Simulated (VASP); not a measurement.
A run of VASP 6.6.1:

The input INCAR:

```
SYSTEM = Pd
PREC = Accurate
ENCUT = 450
EDIFF = 1E-6
ISMEAR = -1
SIGMA = 0.05
LREAL = .FALSE.
LASPH = .TRUE.
NELM = 300
ALGO = Normal
ISIF = 2
LWAVE = .FALSE.
LCHARG = .FALSE.
LDIPOL = .TRUE.
IDIPOL = 3
DIPOL = 0.5 0.5 0.500
GGA = CA
NBANDS = 33
EFIELD = -0.5
GGA_COMPAT = .FALSE.
NELMDL = -8
AMIX = 0.1
BMIX = 1E-4
AMIX_MAG = 0.4
BMIX_MAG = 1E-4
KPAR = 4
```

File KPOINTS:

```
regular mesh
0
G
  15 15 1
  0 0 0
```

POSCAR

```
Pd
1.0
    2.7154616620      0.0000000000      0.0000000000
   -1.3577308310      2.3516587823      0.0000000000
    0.0000000000      0.0000000000     24.8687000000
Pd
5
Direct
    0.8333333333      0.1666666667      0.3221083647
    0.1666666667      0.8333333333      0.4113102892
    0.5000000000      0.5000000000      0.4999999996
    0.8333333333      0.1666666667      0.5886897115
    0.1666666667      0.8333333333      0.6778916350
```

Potentials or basis: VASP PAW LDA potentials, release 64 (Pd).

Launch:

```bash
$ cat potpaw_LDA.64/Pd/POTCAR > POTCAR
$ mpirun -np 4 vasp_std > vasp.out
```

Hardware: 4 MPI ranks on Intel(R) Xeon(R) Platinum 8259CL CPU @ 2.50GHz (Skylake/Cascade Lake) (shared host).

Task: Estimate the wall time of this run.

Result: It took 9.8 min on 4 MPI ranks on Intel(R) Xeon(R) Platinum 8259CL CPU @ 2.50GHz (Skylake/Cascade Lake), on a shared host, peak memory 0.24 GiB a rank. Counts: scf iterations 258, k points 27.
